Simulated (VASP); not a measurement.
A run of VASP 6.6.1:

Contents of INCAR:

```
SYSTEM = TiAl
PREC = Accurate
ENCUT = 520
EDIFF = 1E-6
ISMEAR = 0
SIGMA = 0.15
LREAL = .False.
LASPH = .True.
NELM = 150
ALGO = Fast
ISIF = 2
LWAVE = .False.
LCHARG = .False.
ISPIN = 2
MAGMOM = 0.625 0
LORBIT = 11
NUPDOWN = 0.625
LMAXMIX = 4
GGA = PS
NBANDS = 18
```

The input KPOINTS:

```
Automatic mesh
0
Gamma
  21 21 12
  0 0 0
```

Contents of POSCAR:

```
TiAl
1.0
    2.9215484151      0.0000000000      0.0000000000
   -1.4607742075      2.5301351459      0.0000000000
    0.0000000000      0.0000000000      4.7392337000
Ti Al
1 1
Direct
    0.0000000000      0.0000000000      0.0000000000
    0.3333333333      0.6666666667      0.5000000000
```

Potentials or basis: VASP PAW PBE potentials, release 64 (Ti_sv, Al).

The run is started by

```sh
$ cat potpaw_PBE.64/Ti_sv/POTCAR potpaw_PBE.64/Al/POTCAR > POTCAR
$ mpirun -np 1 vasp_std > vasp.out
```

Hardware: 1 thread of Intel Xeon 8259CL, on a shared host.

Problem. Estimate the wall time of this run.

Solution. It took 13 min on 1 thread of Intel Xeon 8259CL, on a shared host, peak memory 0.42 GiB. Counts: scf iterations 17, k points 336.
